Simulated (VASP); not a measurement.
# Hf (Fm-3m) in VASP: a series of runs, part 2 of 2

VASP 6.6.1. The steps go on from the part before.

**4. Single point, PBE**

This run uses another cell than the first one, of 21.88 Å³/atom, 1.024 times its volume.

INCAR

```
  PREC = Accurate
  ENCUT = 520
  EDIFF = 1E-6
  ISMEAR = 0
  SIGMA = 0.027000000000000003
  LREAL = F
  LASPH = T
  NELM = 100
  ALGO = Fast
  ISIF = 2
  LWAVE = F
  LCHARG = F
  GGA = PE
  NBANDS = 11
```

KPOINTS

```
Automatic mesh
0
Gamma
  10 10 10
```

POSCAR

```
Hf
1.0
    0.0000000000      2.2200000000      2.2200000000
    2.2200000000      0.0000000000      2.2200000000
    2.2200000000      2.2200000000      0.0000000000
Hf
1
Direct
    0.0000000000      0.0000000000      0.0000000000
```

Potentials or basis: VASP PAW PBE potentials, release 64 (Hf_pv).

The run is started by

```
$ cat potpaw_PBE.64/Hf_pv/POTCAR > POTCAR
$ mpirun -np 1 vasp_std > vasp.out
```

OUTCAR:

```text
PREC = Accurate
   ENCUT = 520
   EDIFF = 1E-6
   ISMEAR = 0
   LREAL = F
   LASPH = T
   NELM = 100
   ISIF = 2
   GGA = PE

 ion  position               nearest neighbor table
   1  0.000  0.000  0.000-

  LATTYP: Found a face centered cubic cell.
 ALAT       =     4.4400000000

  Lattice vectors:

 A1 = (   0.0000000000,   2.2200000000,   2.2200000000)
 A2 = (   2.2200000000,   0.0000000000,   2.2200000000)
 A3 = (   2.2200000000,   2.2200000000,   0.0000000000)

Analysis of symmetry for initial positions (statically):
=====================================================================
 Subroutine PRICEL returns:
 Original cell was already a primitive cell.

 Routine SETGRP: Setting up the symmetry group for a
 face centered cubic supercell.

 Subroutine GETGRP returns: Found 48 space group operations
 (whereof 48 operations were pure point group operations)
 out of a pool of 48 trial point group operations.

The static configuration has the point symmetry O_h .

Analysis of symmetry for dynamics (positions and initial velocities):
=====================================================================
[... 160 lines left out ...]
 cond. band min:       4.9299437738   @ k =  -0.2000   0.1000   0.0000
 fundamental gap:      0.0452586768
 Fermi energy:         4.9280645885

 k-point     1 :       0.0000    0.0000    0.0000
  band No.  band energies     occupation
      1     -25.0234      2.00000
      2     -25.0234      2.00000
      3     -25.0234      2.00000
      4      -2.3898      2.00000
      5       6.3174      0.00000
      6       6.3174      0.00000
      7       6.3174      0.00000
      8       9.1872      0.00000
      9       9.1872      0.00000
     10      16.2916      0.00000
     11      18.0562      0.00000
[... 309 lines left out ...]
 k-point    24 :       0.4000    0.3000    0.0000
  band No.  band energies     occupation
      1     -25.6936      2.00000
      2     -25.2939      2.00000
      3     -25.2654      2.00000
      4       1.5614      2.00000
      5       3.3526      2.00000
      6       5.7734      0.00000
      7       9.0752      0.00000
      8      10.0980      0.00000
      9      11.2185      0.00000
     10      16.8495      0.00000
     11      18.5174      0.00000

 [... further k-points ...]
[... 5 lines left out ...]
  --------------------------------------------------------------------------------------
  -------------------------------------------------------------------------------------
  Total        0.3369847      0.3369847      0.3369847      0.0000000     -0.0000000     -0.0000000
  in kB       24.6735603     24.6735603     24.6735603      0.0000000     -0.0000000     -0.0000000
  external PRESSURE =      24.6735603 kB  Pullay stress =       0.0000000 kB

 VOLUME and BASIS-vectors are now :
 -----------------------------------------------------------------------------
  energy-cutoff  :      520.00
  volume of cell :       21.88
      direct lattice vectors                 reciprocal lattice vectors
     0.000000000  2.220000000  2.220000000    -0.225225225  0.225225225  0.225225225
     2.220000000  0.000000000  2.220000000     0.225225225 -0.225225225  0.225225225
     2.220000000  2.220000000  0.000000000     0.225225225  0.225225225 -0.225225225

 POSITION                                       TOTAL-FORCE (eV/Angst)
 -----------------------------------------------------------------------------------
      0.00000      0.00000      0.00000        -0.000000     -0.000000     -0.000000
 -----------------------------------------------------------------------------------
    total drift:                                0.000000      0.000000     -0.000000

  FREE ENERGIE OF THE ION-ELECTRON SYSTEM (eV)
  ---------------------------------------------------
  free  energy   TOTEN  =        -9.8508885423 eV

  energy  without entropy=       -9.8505111779  energy(sigma->0) =       -9.85069986
```

OSZICAR:

```text
N       E                     dE             d eps       ncg     rms          rms(c)
DAV:   1     0.125783405501E+02    0.12578E+02   -0.56619E+03  1034   0.838E+02
DAV:   2    -0.970632623518E+01   -0.22285E+02   -0.21593E+02  1306   0.154E+02
DAV:   3    -0.101699499165E+02   -0.46362E+00   -0.46160E+00  1312   0.148E+01
DAV:   4    -0.101716859293E+02   -0.17360E-02   -0.17358E-02  1190   0.111E+00
DAV:   5    -0.101716946528E+02   -0.87235E-05   -0.87236E-05  1349   0.696E-02    0.467E+01
RMM:   6    -0.993027798716E+01    0.24142E+00   -0.16448E-01  1060   0.277E+00    0.267E+01
RMM:   7    -0.985310154110E+01    0.77176E-01   -0.30820E-01  1120   0.389E+00    0.178E+00
RMM:   8    -0.985127020102E+01    0.18313E-02   -0.17787E-02  1172   0.124E+00    0.689E-01
RMM:   9    -0.985087431992E+01    0.39588E-03   -0.19803E-03  1233   0.386E-01    0.987E-02
RMM:  10    -0.985089197320E+01   -0.17653E-04   -0.28023E-04  1291   0.125E-01    0.104E-01
RMM:  11    -0.985088659779E+01    0.53754E-05   -0.69402E-05  1285   0.647E-02    0.177E-02
RMM:  12    -0.985088804432E+01   -0.14465E-05   -0.97539E-06  1310   0.244E-02    0.976E-03
RMM:  13    -0.985088854225E+01   -0.49793E-06   -0.22962E-06  1048   0.122E-02
   1 F= -.98508885E+01 E0= -.98506999E+01  d E =-.377364E-03
```

It took 12 s on 1 thread of Intel Xeon 6975P-C, shared host; peak memory 0.14 GiB.

Results:

```
Free energy            : -9.8509 eV
Pressure               : 2.5 GPa
Band gap on the k mesh : zero (band 5 reaches 6.32 eV, above the bottom of band 6 at 4.50 eV)
```

Caveat: spin-orbit coupling is left out, which moves the levels of the heavy elements.

**5. Single point, PBE**

This run uses another cell than the first one, of 21.88 Å³/atom, 1.024 times its volume.

INCAR

```
PREC = Accurate ; ENCUT = 520
EDIFF = 1E-7 ; ISMEAR = 0
SIGMA = 0.028000000000000004 ; LREAL = False
LASPH = True ; NELM = 80
ALGO = Normal ; ISIF = 2
LWAVE = False ; LCHARG = False
GGA = PE ; NBANDS = 11
```

KPOINTS is that of step 4.

POSCAR is that of step 4.

The run is started by

```
$ cat potpaw_PBE.64/Hf_pv/POTCAR > POTCAR
$ mpirun -np 1 vasp_std > vasp.out
```

It used 6.9 s of CPU time on 1 thread of Intel Xeon 6975P-C, with other jobs on the host.

The run converged. Its results:

- Free energy: -9.8509 eV
- Pressure: 2.5 GPa
- Band gap on the k mesh: zero (band 5 reaches 6.32 eV, above the bottom of band 6 at 4.50 eV)

Levels at points of the mesh, in eV from the Fermi level:
```tsv
k point	band 1	band 2	band 3	band 4	band 5	band 6	band 7	band 8	band 9	band 10
(0.00, 0.00, 0.00)	-29.95	-29.95	-29.95	-7.32	1.39	1.39	1.39	4.26	4.26	11.36
(0.50, 0.00, 0.00)	-30.83	-30.07	-30.07	-3.73	0.62	1.16	1.16	6.44	6.44	9.64
(0.50, 0.50, 0.00)	-30.77	-30.27	-30.27	-3.38	-2.23	2.61	6.45	7.09	7.09	10.06
```

Caveat: spin-orbit coupling is left out, which moves the levels of the heavy elements.

**6. Overview**

```tsv
level	cell	smearing	gap on the mesh (eV)	pressure (GPa)
PBEsol+D4	a = 3.115 Å, angles 60.0°, 1 atom	fermi-dirac 0.05 eV	none	-0.3
BLYP+D4	a = 3.169 Å, angles 60.0°, 1 atom	fermi-dirac 0.05 eV	none	0.0
PBE	a = 3.140 Å, angles 60.0°, 1 atom	gaussian 0.027 eV	none	2.5
PBE	a = 3.140 Å, angles 60.0°, 1 atom	gaussian 0.028 eV	none	2.5
```

Alike in all rows: task single point; potentials or basis VASP PAW PBE potentials, release 64 (Hf_pv); no spin polarisation; k mesh 10 × 10 × 10; cutoff (eV) 520.

Caveats: spin-orbit coupling is left out, which moves the levels of the heavy elements; the PAW data sets were made with another functional, which shifts forces and pressure a little (some runs); pairwise dispersion overbinds metals, which lowers pressure and volume (some runs).

Total energies depend on the potentials used, so only differences within one code and one set of settings carry meaning.
